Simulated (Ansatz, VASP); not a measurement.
# Two plane-wave programs on V

INCAR

```
PREC = Accurate
ENCUT = 520
EDIFF = 1E-7
ISMEAR = 1
SIGMA = 0.1
LREAL = F
LASPH = T
NELM = 100
ALGO = Normal
ISIF = 2
LWAVE = F
LCHARG = T
GGA = PS
LELF = T
LVHAR = T
NBANDS = 12
```

Contents of KPOINTS:

```
Automatic mesh
0
Gamma
  37 37 37
```

POSCAR

```
V
1.0
   -1.5100000000      1.5100000000      1.5100000000
    1.5100000000     -1.5100000000      1.5100000000
    1.5100000000      1.5100000000     -1.5100000000
V
1
Direct
    0.0000000000      0.0000000000      0.0000000000
```

Input for Ansatz:

```yaml
crystal:
  lattice:
    - [-1.51, 1.51, 1.51]
    - [1.51, -1.51, 1.51]
    - [1.51, 1.51, -1.51]
  atoms:
    - { symbol: V, position: [0.0, 0.0, 0.0] }
kpoints:
  mp_grid: { grid: [37, 37, 37] }
scf:
  occupations: { method: cold, width: 0.1 }
hamiltonian:
  xc: pbesol
  pseudopotentials: { kind: paw }
output:
  forces: true
  stress: true
  populations: false
```

Alike in both runs: task single point; functional PBEsol; k mesh 37 × 37 × 37; no spin polarisation.

```csv
,VASP,Ansatz
version,VASP 6.6.1,Ansatz 0.2.0
potentials or method,"VASP PAW PBE potentials, release 64 (V_sv)","plane-wave PAW, scalar-relativistic"
plane-wave cutoff (eV),520,420
occupations,"methfessel-paxton of order 1, width 0.1 eV","cold, width 0.1 eV"
valence electrons in the cell,13,13
```

```csv
,VASP,Ansatz,Ansatz less VASP
pressure (GPa),-10.7,-10.9,-0.19
```

VASP's potentials were made for PBE, not for PBEsol.
